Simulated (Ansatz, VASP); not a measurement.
# Al4Cl in VASP and in Ansatz

```
CELL_PARAMETERS angstrom
4.48415 0.00000 0.00000
0.00000 4.48415 0.00000
0.00000 0.00000 4.48415
ATOMIC_POSITIONS crystal
Al 0.26849 0.26849 0.26849
Al 0.73151 0.73151 0.26849
Al 0.73151 0.26849 0.73151
Al 0.26849 0.73151 0.73151
Cl 0.00000 0.00000 0.00000
```

Alike in both runs: task single point; functional PBE; k mesh 4 × 4 × 4; occupations gaussian, width 0.1 eV; no spin polarisation.

```csv
,VASP,Ansatz
version,VASP 6.6.1,Ansatz 0.2.0
potentials or method,"VASP PAW PBE potentials, release 64 (Al, Cl), cutoff 520 eV","scalar-relativistic, plane waves, PAW"
valence electrons in the cell,19,19
```

|  | VASP | Ansatz | Ansatz less VASP |
| --- | --- | --- | --- |
| gap on the k mesh at the Fermi level (eV) | none | none | - |
| pressure (GPa) | 13.2 | 13.2 | -0.05 |
| rms of the force components (eV/Å) | 1.911 | 1.912 | +0.0011 |

Atom by atom the forces differ by 0.001 eV/Å (rms over components). A gap of «none» marks a metal or a gap that the smearing closes.
